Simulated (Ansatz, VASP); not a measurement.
## Two plane-wave programs on Ag

```xyz
2
Lattice="2.9075 0.0000 0.0000 -1.4538 2.5180 0.0000 0.0000 0.0000 4.7496" Properties=species:S:1:pos:R:3 pbc="T T T"
Ag    1.4538    0.8393    1.2342
Ag    0.0000    1.6787    3.5154
```

Alike in both runs: task single point; functional PBE; k mesh 6 × 6 × 4; occupations gaussian, width 0.1 eV; no spin polarisation.

```csv
,VASP,Ansatz
version,VASP 6.6.1,Ansatz 0.2.0
potentials or method,"VASP PAW PBE potentials, release 64 (Ag), cutoff 520 eV","scalar-relativistic, plane waves, PAW"
valence electrons in the cell,22,38
```

Ansatz gave:

```
gap on the k mesh at the Fermi level (eV)                     : none
pressure (GPa)                                                : 4.0
traceless stress, the component that is largest in VASP (GPa) : -1.62
rms of the force components (eV/Å)                            : 0.322
```

Q: Estimate VASP's values.

A: gap on the k mesh at the Fermi level (eV): none; pressure (GPa): 3.8; traceless stress, the component that is largest in VASP (GPa): -1.61; rms of the force components (eV/Å): 0.319.

Atom by atom the forces differ by 0.003 eV/Å (rms over components). A gap of «none» marks a metal or a gap that the smearing closes. The functional is the same, so the differences come from potentials, cutoffs and numerics. VASP's potentials hold 22 valence electrons a cell and Ansatz's 38, so a difference there can come from the potentials and not from the codes.

The k mesh is coarse, so the values compare programs but aren't converged.
